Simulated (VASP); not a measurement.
A run of VASP 6.6.1 is set up as follows.

Contents of INCAR:

```
SYSTEM = Cd2HgTe3
ALGO = Normal
EDIFF = 1E-6
ENCUT = 520
GGA = PE
ISIF = 2
ISMEAR = 0
LASPH = .TRUE.
LCHARG = .TRUE.
LELF = .TRUE.
LREAL = .FALSE.
LVHAR = .TRUE.
LWAVE = .FALSE.
NBANDS = 36
NELM = 60
PREC = Accurate
SIGMA = 0.1
```

KPOINTS

```
k-points
0
G
  12 12 4
  0 0 0
```

File POSCAR:

```
Cd2HgTe3
1.0
    4.6426048043      0.0000000000      0.0000000000
   -2.3213024021      4.0206137002      0.0000000000
    0.0000000000      0.0000000000     11.3575957607
Cd Hg Te
2 1 3
Direct
    0.0000000000      0.0000000000      0.0005620000
    0.6666666667      0.3333333333      0.3333650000
    0.3333333333      0.6666666667      0.6666610000
    0.0000000000      0.0000000000      0.7506830000
    0.3333333333      0.6666666667      0.4156450000
    0.6666666667      0.3333333333      0.0830850000
```

Potentials or basis: VASP PAW PBE potentials, release 64 (Cd, Hg, Te).

The run is started by

```console
$ cat potpaw_PBE.64/Cd/POTCAR potpaw_PBE.64/Hg/POTCAR potpaw_PBE.64/Te/POTCAR > POTCAR
$ mpirun -np 1 vasp_std > vasp.out
```

(1) Estimate the pressure.

Results:

(1) 1.2 GPa.
